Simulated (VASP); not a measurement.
# KCl in VASP: a series of runs

Runs on KCl. Level: PBE. Tasks: single point.

Everything below comes from runs of VASP 6.6.1. Logs are shortened: lines on timing, memory, paths and dates and some standing lists are left out, and cuts for length are marked.

## 1. The cell of the first run

Symmetry: Pm-3m, No. 221, cubic system. The conventional cell has a = 3.724 Å, b = 3.724 Å, c = 3.724 Å, α = 90.00°, β = 90.00°, γ = 90.00°. K (site symmetry m-3m) has 8 Cl at 3.23 Å and 6 K at 3.72 Å within 4.2 Å. Cl (site symmetry m-3m) has 8 K at 3.23 Å and 6 Cl at 3.72 Å within 4.2 Å.

## 2. Single point, PBE (strain -0.030 along x and y, -0.030 along z)

INCAR

```
  PREC = Accurate
  ENCUT = 520
  EDIFF = 1E-6
  ISMEAR = 0
  SIGMA = 0.05
  LREAL = F
  LASPH = T
  NELM = 80
  ALGO = Normal
  ISIF = 2
  LWAVE = F
  LCHARG = F
  GGA = PE
  NBANDS = 15
```

KPOINTS

```
Automatic mesh
0
Gamma
  6 6 6
```

POSCAR

```
KCl
1.0
    3.7240201200      0.0000000000      0.0000000000
    0.0000000000      3.7240201200      0.0000000000
    0.0000000000      0.0000000000      3.7240201200
K Cl
1 1
Direct
    0.0000000000      0.0000000000      0.0000000000
    0.5000000000      0.5000000000      0.5000000000
```

Potentials or basis: VASP PAW PBE potentials, release 64 (K_sv, Cl).

Command:

```bash
$ cat potpaw_PBE.64/K_sv/POTCAR potpaw_PBE.64/Cl/POTCAR > POTCAR
$ mpirun -np 1 vasp_std > vasp.out
```

OUTCAR:

```text
PREC = Accurate
   ENCUT = 520
   EDIFF = 1E-6
   ISMEAR = 0
   LREAL = F
   LASPH = T
   NELM = 80
   ISIF = 2
   GGA = PE

 ion  position               nearest neighbor table
   1  0.000  0.000  0.000-   2 3.23   2 3.23   2 3.23   2 3.23   2 3.23   2 3.23   2 3.23   2 3.23

   2  0.500  0.500  0.500-   1 3.23   1 3.23   1 3.23   1 3.23   1 3.23   1 3.23   1 3.23   1 3.23

  LATTYP: Found a simple cubic cell.
 ALAT       =     3.7240201200

  Lattice vectors:

 A1 = (   3.7240201200,   0.0000000000,   0.0000000000)
 A2 = (   0.0000000000,   3.7240201200,   0.0000000000)
 A3 = (   0.0000000000,   0.0000000000,   3.7240201200)

Analysis of symmetry for initial positions (statically):
=====================================================================
 Subroutine PRICEL returns:
 Original cell was already a primitive cell.

 Routine SETGRP: Setting up the symmetry group for a
 simple cubic supercell.

 Subroutine GETGRP returns: Found 48 space group operations
 (whereof 48 operations were pure point group operations)
 out of a pool of 48 trial point group operations.

The static configuration has the point symmetry O_h .

Analysis of symmetry for dynamics (positions and initial velocities):
=====================================================================
 Subroutine PRICEL returns:
 Original cell was already a primitive cell.

 Routine SETGRP: Setting up the symmetry group for a
 simple cubic supercell.

 Subroutine GETGRP returns: Found 48 space group operations
 (whereof 48 operations were pure point group operations)
 out of a pool of 48 trial point group operations.

The dynamic configuration has the point symmetry O_h .

 Subroutine INISYM returns: Found 48 space group operations
 (whereof 48 operations are pure point group operations),
 and found     1 'primitive' translations

----------------------------------------------------------------------------------------

                                     Primitive cell

  volume of cell :      51.6459

  direct lattice vectors                    reciprocal lattice vectors
     3.724020120  0.000000000  0.000000000     0.268527013  0.000000000  0.000000000
     0.000000000  3.724020120  0.000000000     0.000000000  0.268527013  0.000000000
     0.000000000  0.000000000  3.724020120     0.000000000  0.000000000  0.268527013

  length of vectors
     3.724020120  3.724020120  3.724020120     0.268527013  0.268527013  0.268527013

[... 84 lines left out ...]
   TEBEG  =    0.0;   TEEND  =   0.0 temperature during run
   PSTRESS=    0.0 pullay stress
   NELECT =      16.0000    total number of electrons
   NUPDOWN=      -1.0000    fix difference up-down
   EMIN   =  10.00;   EMAX   =-10.00  energy-range for DOS
   EFERMI =   0.00;   METHOD = LEGACY
   ISMEAR =     0;   SIGMA  =   0.05  broadening in eV -4-tet -1-fermi 0-gaus
   EFERMI_NEDOS =   21; number of points for ismear=-14 and -15
   IALGO  =     38    algorithm
   IMIX   =      4    mixing-type and parameters
     AMIX     =   0.40;   BMIX     =  1.00
     AMIX_MAG =   1.60;   BMIX_MAG =  1.00
  volume/ion in A,a.u.               =      25.82       174.26
  Fermi-wavevector in a.u.,A,eV,Ry     =   1.107736  2.093317 16.695414  1.227078
  Thomas-Fermi vector in A             =   2.244254
   LORBIT       =      0    0 simple, 1 ext, 2 COOP (PROOUT), +10 PAW based schemes
   GGA     = PE    functional components
   LHFCALC =     F    Hartree Fock is set to
   AEXX    =    0.0000 exact exchange contribution
   IVDW    =     0    specifies the selected vdW correction
   LEPSILON=     F    determine dielectric tensor
   LRPA    =     F    only Hartree local field effects (RPA)
 non-spin polarized calculation
 Gauss-broadening in eV      SIGMA  =   0.05
  energy-cutoff  :      520.00
  volume of cell :       51.65
 maximum number of plane-waves:      1409
 NGX is ok and might be reduce to    28
   NGX = 13   NGY = 13   NGZ = 13

 number of electron      15.9999995 magnetization

 Free energy of the ion-electron system (eV)
  ---------------------------------------------------
  ext. energy  EPLUGINS =         0.00000000
  ---------------------------------------------------
  free energy    TOTEN  =        -6.62497848 eV

  energy without entropy =       -6.62497848  energy(sigma->0) =       -6.62497848

 E-fermi :  -0.0908     XC(G=0):  -8.4743

 val. band max:       -0.3590862670   @ k =   0.5000   0.5000   0.0000
 cond. band min:       4.8458075611   @ k =   0.0000   0.0000   0.0000
 fundamental gap:      5.2048938281
 Fermi energy:        -0.0907719488

 k-point     1 :       0.0000    0.0000    0.0000
  band No.  band energies     occupation
      1     -28.2726      2.00000
      2     -13.1080      2.00000
      3     -11.6392      2.00000
      4     -11.6392      2.00000
      5     -11.6392      2.00000
      6      -0.5793      2.00000
      7      -0.5793      2.00000
      8      -0.5793      2.00000
      9       4.8458      0.00000
     10       6.1183      0.00000
     11       6.1183      0.00000
     12      10.5245      0.00000
     13      10.5245      0.00000
     14      10.5245      0.00000
[... 329 lines left out ...]
      2     -12.6017      2.00000
      3     -11.8574      2.00000
      4     -11.8574      2.00000
      5     -11.8574      2.00000
      6      -1.8938      2.00000
      7      -1.8938      2.00000
      8      -1.8938      2.00000
      9       8.7452      0.00000
     10       8.7452      0.00000
     11       8.7452      0.00000
     12       9.9351      0.00000
     13       9.9351      0.00000
     14       9.9351      0.00000
     15      12.3194      0.00000

------------------------ aborting loop because EDIFF is reached ----------------------------------------

  FORCE on cell =-STRESS in cart. coord.  units (eV):
  Direction    XX          YY          ZZ          XY          YZ          ZX
  --------------------------------------------------------------------------------------
  -------------------------------------------------------------------------------------
  Total        0.6708887      0.6708887      0.6708887     -0.0000000      0.0000000      0.0000000
  in kB       20.8125358     20.8125358     20.8125358     -0.0000000      0.0000000      0.0000000
  external PRESSURE =      20.8125358 kB  Pullay stress =       0.0000000 kB

 VOLUME and BASIS-vectors are now :
 -----------------------------------------------------------------------------
  energy-cutoff  :      520.00
  volume of cell :       51.65
      direct lattice vectors                 reciprocal lattice vectors
     3.724020120  0.000000000  0.000000000     0.268527013  0.000000000  0.000000000
     0.000000000  3.724020120  0.000000000     0.000000000  0.268527013  0.000000000
     0.000000000  0.000000000  3.724020120     0.000000000  0.000000000  0.268527013

 POSITION                                       TOTAL-FORCE (eV/Angst)
 -----------------------------------------------------------------------------------
      0.00000      0.00000      0.00000         0.000000      0.000000      0.000000
      1.86201      1.86201      1.86201         0.000000      0.000000      0.000000
 -----------------------------------------------------------------------------------
    total drift:                                0.000000      0.000000      0.000000

  FREE ENERGIE OF THE ION-ELECTRON SYSTEM (eV)
  ---------------------------------------------------
  free  energy   TOTEN  =        -6.6249784847 eV

  energy  without entropy=       -6.6249784847  energy(sigma->0) =       -6.62497848
```

OSZICAR:

```text
N       E                     dE             d eps       ncg     rms          rms(c)
DAV:   1     0.100724430523E+03    0.10072E+03   -0.73122E+03   600   0.976E+02
DAV:   2    -0.112459891654E+01   -0.10185E+03   -0.95244E+02   761   0.245E+02
DAV:   3    -0.672094030013E+01   -0.55963E+01   -0.55683E+01   831   0.501E+01
DAV:   4    -0.691682134559E+01   -0.19588E+00   -0.19586E+00   858   0.901E+00
DAV:   5    -0.691852742651E+01   -0.17061E-02   -0.17061E-02   852   0.928E-01    0.326E+00
DAV:   6    -0.665449440904E+01    0.26403E+00   -0.28065E-01   726   0.326E+00    0.273E+00
DAV:   7    -0.662266808985E+01    0.31826E-01   -0.89172E-02   789   0.201E+00    0.161E+00
DAV:   8    -0.662475517477E+01   -0.20871E-02   -0.16303E-02   827   0.997E-01    0.206E-01
DAV:   9    -0.662475626343E+01   -0.10887E-05   -0.67307E-04   810   0.182E-01    0.101E-01
DAV:  10    -0.662498089715E+01   -0.22463E-03   -0.30233E-04   642   0.140E-01    0.259E-02
DAV:  11    -0.662497829164E+01    0.26055E-05   -0.93904E-06   863   0.231E-02    0.734E-03
DAV:  12    -0.662497848468E+01   -0.19303E-06   -0.10868E-06   534   0.911E-03
   1 F= -.66249785E+01 E0= -.66249785E+01  d E =-.122088E-15
```

Wall time 7 s (1 thread of AMD EPYC 9R45 (Zen 5), shared host); peak memory 0.13 GiB.

Results:

- Free energy: -6.6250 eV
- Pressure: 2.1 GPa
- Band gap on the k mesh: 5.20 eV, indirect (least direct gap 5.43 eV)

Caveat: the cell differs from its parent crystal (strain -0.030 along x and y, -0.030 along z). A k mesh can miss the band edges.

## 3. Single point, PBE (strain -0.015 along x and y, -0.015 along z)

INCAR

```
SYSTEM = KCl
ALGO     = Normal         ! electronic algorithm
EDIFF    = 1E-6           ! SCF threshold, eV
ENCUT    = 520            ! plane-wave cutoff, eV
GGA      = PE             ! functional
ISIF     = 2              ! what is computed and relaxed
ISMEAR   = 0              ! smearing method
LASPH    = .True.         ! aspherical terms in the spheres
LCHARG   = .False.        ! write CHGCAR
LREAL    = .False.        ! projectors in reciprocal space
LWAVE    = .False.        ! write WAVECAR
NBANDS   = 15             ! bands
NELM     = 100            ! most SCF steps
PREC     = Accurate       ! precision mode
SIGMA    = 0.05           ! smearing width, eV
```

KPOINTS

```
k-points
0
Gamma
  6 6 6
  0 0 0
```

POSCAR

```
KCl
1.0
    3.7816080600      0.0000000000      0.0000000000
    0.0000000000      3.7816080600      0.0000000000
    0.0000000000      0.0000000000      3.7816080600
K Cl
1 1
Direct
    0.0000000000      0.0000000000      0.0000000000
    0.5000000000      0.5000000000      0.5000000000
```

Potentials or basis: VASP PAW PBE potentials, release 64 (K_sv, Cl).

Command:

```bash
$ cat potpaw_PBE.64/K_sv/POTCAR potpaw_PBE.64/Cl/POTCAR > POTCAR
$ mpirun -np 1 vasp_std > vasp.out
```

It took 7 s on 1 thread of AMD EPYC 9R45 (Zen 5), shared host; peak memory 0.13 GiB.

It converged, with:

```
Free energy            : -6.6480 eV
Pressure               : 0.9 GPa
Band gap on the k mesh : 4.99 eV, indirect (least direct gap 5.20 eV)
```

Levels at points of the mesh, in eV from the valence-band top:
```
           k point  band 6  band 7  band 8  band 9  band 10  band 11
(0.00, 0.00, 0.00)   -0.21   -0.21   -0.21    4.99     6.53     6.53
(0.50, 0.00, 0.00)   -1.88   -0.23   -0.23    7.93     7.94     8.50
(0.50, 0.50, 0.00)   -1.26   -1.26    0.00    6.22     7.34     8.98
(0.50, 0.50, 0.50)   -1.42   -1.42   -1.42    8.95     8.95     8.95
```

Caveat: the cell differs from its parent crystal (strain -0.015 along x and y, -0.015 along z). A k mesh can miss the band edges.

[end of part 1 of 2]
